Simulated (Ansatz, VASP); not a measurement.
# CdTe in VASP and in Ansatz

The input POSCAR:

```
CdTe
1.0
    0.0000000000      3.2050000000      3.3732625000
    3.2050000000      0.0000000000      3.3732625000
    3.2050000000      3.2050000000      0.0000000000
Cd Te
1 1
Direct
    0.0000000000      0.0000000000      0.0000000000
    0.7500000000      0.7500000000      0.7500000000
```

The input INCAR.step1:

```
SYSTEM = CdTe
PREC     = Accurate       ! precision mode
ENCUT    = 520            ! plane-wave cutoff, eV
ISMEAR   = 0              ! smearing method
SIGMA    = 0.05           ! smearing width, eV
LREAL    = .FALSE.        ! projectors in reciprocal space
LASPH    = .TRUE.         ! aspherical terms in the spheres
NELM     = 60             ! most SCF steps
NBANDS   = 16             ! bands
GGA      = PE             ! functional
ALGO     = Normal         ! electronic algorithm
EDIFF    = 1E-4           ! SCF threshold, eV
LWAVE    = .TRUE.         ! write WAVECAR
LCHARG   = .FALSE.        ! write CHGCAR
```

INCAR.step2

```
SYSTEM = CdTe
PREC     = Accurate       ! precision mode
ENCUT    = 520            ! plane-wave cutoff, eV
EDIFF    = 1E-6           ! SCF threshold, eV
ISMEAR   = 0              ! smearing method
SIGMA    = 0.05           ! smearing width, eV
LREAL    = .FALSE.        ! projectors in reciprocal space
LASPH    = .TRUE.         ! aspherical terms in the spheres
NELM     = 60             ! most SCF steps
ALGO     = Normal         ! electronic algorithm
ISIF     = 2              ! what is computed and relaxed
LWAVE    = .FALSE.        ! write WAVECAR
LCHARG   = .FALSE.        ! write CHGCAR
METAGGA  = R2SCAN         ! meta-GGA
LMIXTAU  = .TRUE.       
NBANDS   = 16             ! bands
ISTART   = 1
```

Contents of KPOINTS:

```
regular mesh
0
G
  8 8 8
  0 0 0
```

Input for Ansatz:

```yaml
crystal:
  lattice:
    - [0.0, 3.205, 3.3732625]
    - [3.205, 0.0, 3.3732625]
    - [3.205, 3.205, 0.0]
  atoms:
    - { symbol: Cd, position: [0.0, 0.0, 0.0] }
    - { symbol: Te, position: [0.75, 0.75, 0.75] }
basis:
  ecutwfc: 500
kpoints:
  mp_grid: { grid: [8, 8, 8] }
hamiltonian:
  xc: r2scan
scf:
  occupations: { method: gaussian, width: 0.05 }
output:
  forces: true
  stress: true
  eigenvalues: true
```

Change from the starting cell: strain +0.0525 x Voigt [0, 0, 1, 0, 0, 0], atoms carried along.

Alike in both runs: task single point; functional r2SCAN; k mesh 8 × 8 × 8; occupations gaussian, width 0.05 eV; no spin polarisation.

|  | VASP | Ansatz |
| --- | --- | --- |
| version | VASP 6.6.1 | Ansatz 0.2.0 |
| potentials or method | VASP PAW PBE potentials, release 64 (Cd, Te), cutoff 520 eV | scalar-relativistic, plane waves, PAW |
| valence electrons in the cell | 18 | 36 |

Ansatz gave:

```
gap on the k mesh at the Fermi level (eV)                     : 1.15
least direct gap on the mesh (eV)                             : 1.15
pressure (GPa)                                                : 0.7
traceless stress, the component that is largest in VASP (GPa) : -0.62
```

Q: What did VASP give for the same quantities?

A: gap on the k mesh at the Fermi level (eV): 1.14; least direct gap on the mesh (eV): 1.14; pressure (GPa): 0.8; traceless stress, the component that is largest in VASP (GPa): -0.63.

VASP's potentials were made for PBE, not for r2SCAN. The functional is the same, so the differences come from potentials, cutoffs and numerics. VASP's potentials hold 18 valence electrons a cell and Ansatz's 36, so a difference there can come from the potentials and not from the codes.

Spin-orbit coupling is off throughout.
